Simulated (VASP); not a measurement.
# MgS (Niningerite) (Fm-3m) in VASP: notebook

Runs on MgS (Niningerite). Level: PBE. Tasks: single point.

Everything below comes from runs of VASP 6.6.1. Logs are shortened: lines on timing, memory, paths and dates and some standing lists are left out, and cuts for length are marked.

## 1. The cell of the first run

Symmetry: Fm-3m, No. 225, cubic system. The conventional cell has a = 5.230 Å, b = 5.230 Å, c = 5.230 Å, α = 90.00°, β = 90.00°, γ = 90.00°. Mg (site symmetry m-3m) has 6 S at 2.62 Å within 3.4 Å. Within 3.4 Å of S (site symmetry m-3m) lie 6 Mg at 2.62 Å.

## 2. Single point, PBE

File INCAR:

```
ALGO = Normal ; EDIFF = 1E-6
ENCUT = 520 ; GGA = PE
ISIF = 2 ; ISMEAR = 0
LASPH = True ; LCHARG = True
LELF = True ; LREAL = False
LVHAR = True ; LWAVE = False
NBANDS = 11 ; NELM = 80
PREC = Accurate ; SIGMA = 0.01
```

File KPOINTS:

```
k-points
0
Gamma
  6 6 6
```

File POSCAR:

```
MgS
1.0
    0.0000000209      2.6151242191      2.6151242608
    2.6151243234     -0.0000000417      2.6151243234
    2.6151242608      2.6151242191      0.0000000209
Mg S
1 1
Direct
    0.0000000000      0.0000000000      0.0000000000
    0.5000000000      0.5000000000      0.5000000000
```

Potentials or basis: VASP PAW PBE potentials, release 64 (Mg, S).

Command:

```
$ cat potpaw_PBE.64/Mg/POTCAR potpaw_PBE.64/S/POTCAR > POTCAR
$ mpirun -np 1 vasp_std > vasp.out
```

OUTCAR:

```text
EDIFF = 1E-6
   ENCUT = 520
   GGA = PE
   ISIF = 2
   ISMEAR = 0
   LASPH = True
   LREAL = False
   NELM = 80
   PREC = Accurate

 ion  position               nearest neighbor table
   1  0.000  0.000  0.000-   2 2.62   2 2.62   2 2.62   2 2.62   2 2.62   2 2.62
   2  0.500  0.500  0.500-   1 2.62   1 2.62   1 2.62   1 2.62   1 2.62   1 2.62

  LATTYP: Found a face centered cubic cell.
 ALAT       =     5.2302486468

  Lattice vectors:

 A1 = (   0.0000000209,   2.6151242191,   2.6151242608)
 A2 = (   2.6151243234,  -0.0000000417,   2.6151243234)
 A3 = (   2.6151242608,   2.6151242191,   0.0000000209)

Analysis of symmetry for initial positions (statically):
=====================================================================
 Subroutine PRICEL returns:
 Original cell was already a primitive cell.

 Routine SETGRP: Setting up the symmetry group for a
 face centered cubic supercell.

 Subroutine GETGRP returns: Found 48 space group operations
 (whereof 48 operations were pure point group operations)
 out of a pool of 48 trial point group operations.

The static configuration has the point symmetry O_h .

Analysis of symmetry for dynamics (positions and initial velocities):
=====================================================================
 Subroutine PRICEL returns:
 Original cell was already a primitive cell.

 Routine SETGRP: Setting up the symmetry group for a
 face centered cubic supercell.

 Subroutine GETGRP returns: Found 48 space group operations
 (whereof 48 operations were pure point group operations)
 out of a pool of 48 trial point group operations.

The dynamic configuration has the point symmetry O_h .

 Subroutine INISYM returns: Found 48 space group operations
 (whereof 48 operations are pure point group operations),
 and found     1 'primitive' translations

----------------------------------------------------------------------------------------

                                     Primitive cell

  volume of cell :      35.7690

  direct lattice vectors                    reciprocal lattice vectors
     0.000000021  2.615124219  2.615124261    -0.191195504  0.191195505  0.191195507
     2.615124323 -0.000000042  2.615124323     0.191195497 -0.191195502  0.191195497
     2.615124261  2.615124219  0.000000021     0.191195507  0.191195505 -0.191195504

  length of vectors
     3.698344167  3.698344285  3.698344167     0.331160329  0.331160318  0.331160329

  position of ions in fractional coordinates (direct lattice)
     0.000000000  0.000000000  0.000000000
     0.500000000  0.500000000  0.500000000

  ion indices of the primitive-cell ions
   primitive index   ion index
                 1           1
                 2           2

----------------------------------------------------------------------------------------

 KPOINTS: k-points

Automatic generation of k-mesh.
 Grid dimensions read from file:
 generate k-points for:    6    6    6

 Generating k-lattice:

  Cartesian coordinates                     Fractional coordinates (reciprocal lattice)
    -0.031865917  0.031865918  0.031865918     0.166666667  0.000000000  0.000000000
     0.031865916 -0.031865917  0.031865916    -0.000000000  0.166666667 -0.000000000
     0.031865918  0.031865918 -0.031865917     0.000000000  0.000000000  0.166666667

  Length of vectors
     0.055193388  0.055193386  0.055193388

  Shift w.r.t. Gamma in fractional coordinates (k-lattice)
     0.000000000  0.000000000  0.000000000

 Subroutine IBZKPT returns following result:
 ===========================================

 Found     16 irreducible k-points:

 Following reciprocal coordinates:
            Coordinates               Weight
  0.000000  0.000000  0.000000      1.000000
  0.166667  0.000000  0.000000      8.000000
  0.333333 -0.000000  0.000000      8.000000
  0.500000  0.000000  0.000000      4.000000
  0.166667  0.166667  0.000000      6.000000
  0.333333  0.166667  0.000000     24.000000
[... 8 lines left out ...]
 -0.333333  0.333333  0.166667     24.000000
 -0.333333  0.500000  0.166667     12.000000
   k-points           NKPTS =     16   k-points in BZ     NKDIM =     16   number of bands    NBANDS=     11
   number of dos      NEDOS =    301   number of ions     NIONS =      2
   total plane-waves  NPLWV =  21952
   dimension x,y,z NGX =    28 NGY =   28 NGZ =   28
   dimension x,y,z NGXF=    56 NGYF=   56 NGZF=   56
   ions per type =               1   1
   NGX,Y,Z   is equivalent  to a cutoff of  12.59, 12.59, 12.59 a.u.
   NGXF,Y,Z  is equivalent  to a cutoff of  25.17, 25.17, 25.17 a.u.
 SYSTEM =  unknown system
   PREC   = accura    normal or accurate (medium, high low for compatibility)
   ISTART =      0    job   : 0-new  1-cont  2-samecut
   ICHARG =      2    charge: 1-file 2-atom 10-const
   ISPIN  =      1    spin polarized calculation?
   LNONCOLLINEAR =      F non collinear calculations
   LSORBIT =      F    spin-orbit coupling
   LASPH  =      T    aspherical Exc in radial PAW
   ENCUT  =  520.0 eV  38.22 Ry    6.18 a.u.   6.88  6.88  6.88*2*pi/ulx,y,z
   NELM   =     80;   NELMIN=  2; NELMDL= -5     # of ELM steps
   EDIFF  = 0.1E-05   stopping-criterion for ELM
   LREAL  =      F    real-space projection
   EDIFFG = 0.1E-04   stopping-criterion for IOM
   NSW    =      0    number of steps for IOM
   IBRION =     -1    ionic relax: 0-MD 1-quasi-New 2-CG
   NFREE  =      0    steps in history (QN), initial steepest desc. (CG)
   ISIF   =      2    stress and relaxation
   ISYM   =      2    0-nonsym 1-usesym 2-fastsym
   POTIM  = 0.5000    time-step for ionic-motion
   TEBEG  =    0.0;   TEEND  =   0.0 temperature during run
   PSTRESS=    0.0 pullay stress
   NELECT =       8.0000    total number of electrons
   NUPDOWN=      -1.0000    fix difference up-down
   EMIN   =  10.00;   EMAX   =-10.00  energy-range for DOS
   EFERMI =   0.00;   METHOD = LEGACY
   ISMEAR =     0;   SIGMA  =   0.01  broadening in eV -4-tet -1-fermi 0-gaus
   EFERMI_NEDOS =   21; number of points for ismear=-14 and -15
   IALGO  =     38    algorithm
   IMIX   =      4    mixing-type and parameters
     AMIX     =   0.40;   BMIX     =  1.00
     AMIX_MAG =   1.60;   BMIX_MAG =  1.00
  volume/ion in A,a.u.               =      17.88       120.69
  Fermi-wavevector in a.u.,A,eV,Ry     =   0.993732  1.877881 13.435791  0.987503
  Thomas-Fermi vector in A             =   2.125634
   LORBIT       =      0    0 simple, 1 ext, 2 COOP (PROOUT), +10 PAW based schemes
   GGA     = PE    functional components
   LHFCALC =     F    Hartree Fock is set to
   AEXX    =    0.0000 exact exchange contribution
   IVDW    =     0    specifies the selected vdW correction
   LEPSILON=     F    determine dielectric tensor
   LRPA    =     F    only Hartree local field effects (RPA)
 non-spin polarized calculation
 Gauss-broadening in eV      SIGMA  =   0.01
  energy-cutoff  :      520.00
  volume of cell :       35.77
 maximum number of plane-waves:       982
   NGX = 13   NGY = 13   NGZ = 13

 number of electron       8.0000000 magnetization

 Free energy of the ion-electron system (eV)
  ---------------------------------------------------
  ext. energy  EPLUGINS =         0.00000000
  ---------------------------------------------------
  free energy    TOTEN  =        -8.50035193 eV

  energy without entropy =       -8.50035193  energy(sigma->0) =       -8.50035193

 E-fermi :   3.6550     XC(G=0):  -9.6238

 val. band max:        3.5905520133   @ k =   0.0000   0.0000   0.0000
 cond. band min:       6.3300004289   @ k =   0.5000   0.5000  -0.0000
 fundamental gap:      2.7394484157
 Fermi energy:         3.6549504114

 k-point     1 :       0.0000    0.0000    0.0000
  band No.  band energies     occupation
      1      -8.9892      2.00000
      2       3.5906      2.00000
      3       3.5906      2.00000
      4       3.5906      2.00000
      5       7.1784      0.00000
      6      11.5527      0.00000
      7      11.5527      0.00000
      8      11.5527      0.00000
      9      13.9211      0.00000
     10      13.9211      0.00000
     11      16.0902      0.00000

 k-point     2 :       0.1667    0.0000    0.0000
  band No.  band energies     occupation
      1      -8.7322      2.00000
      2       1.9802      2.00000
      3       3.4273      2.00000
      4       3.4273      2.00000
      5       8.2963      0.00000
      6      11.2237      0.00000
      7      11.7979      0.00000
      8      11.7979      0.00000
      9      13.2110      0.00000
     10      13.2110      0.00000
     11      15.9062      0.00000

 k-point     3 :       0.3333   -0.0000    0.0000
  band No.  band energies     occupation
      1      -8.1144      2.00000
      2      -0.1911      2.00000
      3       3.1439      2.00000
      4       3.1439      2.00000
      5       8.3381      0.00000
      6      10.9088      0.00000
      7      10.9088      0.00000
      8      12.7930      0.00000
      9      15.0622      0.00000
     10      15.0632      0.00000
     11      15.0632      0.00000

 k-point     4 :       0.5000    0.0000    0.0000
  band No.  band energies     occupation
      1      -7.7227      2.00000
      2      -1.1578      2.00000
      3       3.0188      2.00000
      4       3.0188      2.00000
      5       8.1149      0.00000
      6      10.4773      0.00000
      7      10.4773      0.00000
      8      13.5325      0.00000
      9      15.6583      0.00000
     10      17.9160      0.00000
     11      17.9160      0.00000
[... 127 lines left out ...]
 k-point    14 :       0.5000    0.3333    0.1667
  band No.  band energies     occupation
      1      -7.6952      2.00000
      2      -0.0355      2.00000
      3       1.4481      2.00000
      4       2.3874      2.00000
      5       8.8207      0.00000
      6      10.2158      0.00000
      7      10.8538      0.00000
      8      13.3326      0.00000
      9      15.0734      0.00000
     10      18.3218      0.00000
     11      18.7893      0.00000

 k-point    15 :      -0.3333    0.3333    0.1667
  band No.  band energies     occupation
      1      -7.4302      2.00000
      2      -0.2611      2.00000
      3       0.9352      2.00000
      4       2.0400      2.00000
      5       8.8657      0.00000
      6      10.2747      0.00000
      7      12.2275      0.00000
      8      12.4576      0.00000
      9      15.7419      0.00000
     10      17.3426      0.00000
     11      19.2020      0.00000

 k-point    16 :      -0.3333    0.5000    0.1667
  band No.  band energies     occupation
      1      -7.3315      2.00000
      2      -0.0857      2.00000
      3       1.0660      2.00000
      4       1.4182      2.00000
      5       7.9469      0.00000
      6       9.8230      0.00000
      7      12.6750      0.00000
      8      13.3237      0.00000
      9      17.2348      0.00000
     10      18.4935      0.00000
     11      18.9297      0.00000

------------------------ aborting loop because EDIFF is reached ----------------------------------------

  FORCE on cell =-STRESS in cart. coord.  units (eV):
  Direction    XX          YY          ZZ          XY          YZ          ZX
  --------------------------------------------------------------------------------------
  -------------------------------------------------------------------------------------
  Total       -0.0653925     -0.0653925     -0.0653925      0.0000000      0.0000000     -0.0000000
  in kB       -2.9290801     -2.9290800     -2.9290801      0.0000000      0.0000000     -0.0000001
  external PRESSURE =      -2.9290801 kB  Pullay stress =       0.0000000 kB

 VOLUME and BASIS-vectors are now :
 -----------------------------------------------------------------------------
  energy-cutoff  :      520.00
  volume of cell :       35.77
      direct lattice vectors                 reciprocal lattice vectors
     0.000000021  2.615124219  2.615124261    -0.191195504  0.191195505  0.191195507
     2.615124323 -0.000000042  2.615124323     0.191195497 -0.191195502  0.191195497
     2.615124261  2.615124219  0.000000021     0.191195507  0.191195505 -0.191195504

 POSITION                                       TOTAL-FORCE (eV/Angst)
 -----------------------------------------------------------------------------------
      0.00000      0.00000      0.00000        -0.000000      0.000000      0.000000
      2.61512      2.61512      2.61512         0.000000     -0.000000     -0.000000
 -----------------------------------------------------------------------------------
    total drift:                                0.000000      0.000000      0.000000

  FREE ENERGIE OF THE ION-ELECTRON SYSTEM (eV)
  ---------------------------------------------------
  free  energy   TOTEN  =        -8.5003519269 eV

  energy  without entropy=       -8.5003519269  energy(sigma->0) =       -8.50035193
```

It took 15 s on 1 thread of AMD EPYC 7R43 (Zen 3), shared host; peak memory 0.11 GiB.

Results:

```
Free energy            : -8.5004 eV
Pressure               : -0.3 GPa
Band gap on the k mesh : 2.74 eV, indirect (least direct gap 3.59 eV)
```

A k mesh can miss the band edges. PBE gaps usually lie below the measured ones, often by a third to a half.

## 3. Single point, PBE

File INCAR:

```
SYSTEM = MgS
PREC = Accurate
ENCUT = 520
EDIFF = 1E-6
ISMEAR = 0
SIGMA = 0.01
LREAL = .FALSE.
LASPH = .TRUE.
NELM = 80
ALGO = Normal
ISIF = 2
LWAVE = .FALSE.
LCHARG = .FALSE.
GGA = PE
NBANDS = 11
```

File KPOINTS:

```
Automatic mesh
0
G
  6 6 6
  0 0 0
```

File POSCAR:

```
MgS
1.0
    0.0000000205      2.6151242201      2.6151242611
    2.6151243225     -0.0000000410      2.6151243225
    2.6151242611      2.6151242201      0.0000000205
Mg S
1 1
Direct
    0.0000000000      0.0000000000      0.0000000000
    0.5000000000      0.5000000000      0.5000000000
```

Potentials or basis: VASP PAW PBE potentials, release 64 (Mg, S).

Command:

```
$ cat potpaw_PBE.64/Mg/POTCAR potpaw_PBE.64/S/POTCAR > POTCAR
$ mpirun -np 1 vasp_std > vasp.out
```

Wall time 12 s (1 thread of AMD EPYC 7R43 (Zen 3), shared host); peak memory 0.12 GiB.

Results (log left out):

```
Free energy            : -8.5004 eV
Pressure               : -0.3 GPa
Band gap on the k mesh : 2.74 eV, indirect (least direct gap 3.59 eV)
```

Levels at points of the mesh, in eV from the valence-band top:
| k point | band 1 | band 2 | band 3 | band 4 | band 5 | band 6 | band 7 | band 8 | band 9 |
| --- | --- | --- | --- | --- | --- | --- | --- | --- | --- |
| (0.00, 0.00, 0.00) | -12.58 | 0.00 | 0.00 | 0.00 | 3.59 | 7.96 | 7.96 | 7.96 | 10.33 |
| (0.50, 0.00, 0.00) | -11.31 | -4.75 | -0.57 | -0.57 | 4.52 | 6.89 | 6.89 | 9.94 | 12.07 |
| (0.50, 0.50, 0.00) | -10.95 | -4.11 | -1.65 | -1.65 | 2.74 | 4.44 | 11.85 | 12.77 | 13.21 |
